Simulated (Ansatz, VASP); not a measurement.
**Y in VASP and in Ansatz**

The input INCAR:

```
SYSTEM = Y
ALGO = Normal
EDIFF = 1E-6
ENCUT = 520
GGA = PE
ISIF = 2
ISMEAR = -1
LASPH = .TRUE.
LCHARG = .FALSE.
LREAL = .FALSE.
LWAVE = .FALSE.
NBANDS = 18
NELM = 80
PREC = Accurate
SIGMA = 0.1
```

File KPOINTS:

```
k-points
0
G
  14 14 8
  0 0 0
```

POSCAR

```
Y
1.0
    3.6535431712      0.0000000000      0.0000000000
   -1.8267715856      3.1640612001      0.0000000000
    0.0000000000      0.0000000000      5.6988610241
Y
2
Direct
    0.3333333333      0.6666666667      0.2500000000
    0.6666666667      0.3333333333      0.7500000000
```

Input for Ansatz:

```yaml
crystal:
  lattice:
    - [3.6535431712, 0.0, 0.0]
    - [-1.8267715856, 3.1640612001, 0.0]
    - [0.0, 0.0, 5.6988610241]
  atoms:
    - { symbol: "Y", position: [0.3333333333, 0.6666666667, 0.25] }
    - { symbol: "Y", position: [0.6666666667, 0.3333333333, 0.75] }
hamiltonian:
  xc: pbe
  pseudopotentials:
    kind: paw
    azcp:
      "Y": "pseudopotentials/Y.paw.azcp"
basis:
  ecutwfc: 420
  fft_grid_basis: typed
kpoints:
  mp_grid: { grid: [14, 14, 8], shift: [0, 0, 0] }
magnetization:
  spin_polarized: false
scf:
  occupations: { method: fermi_dirac, width: 0.1 }
  lower_state_search: "off"
output:
  stress: true
```

Alike in both runs: task single point; functional PBE; k mesh 14 × 14 × 8; occupations fermi-dirac, width 0.1 eV; no spin polarisation.

|  | VASP | Ansatz |
| --- | --- | --- |
| version | VASP 6.6.1 | Ansatz 0.2.0 |
| potentials or method | VASP PAW PBE potentials, release 64 (Y_sv), cutoff 520 eV | plane waves (420 eV) with PAW, scalar-relativistic |
| valence electrons in the cell | 22 | 22 |

```csv
,VASP,Ansatz,Ansatz less VASP
pressure (GPa),-0.1,0.0,+0.11
```

With one functional, cell and mesh, what is left measures potentials, basis and numerics.
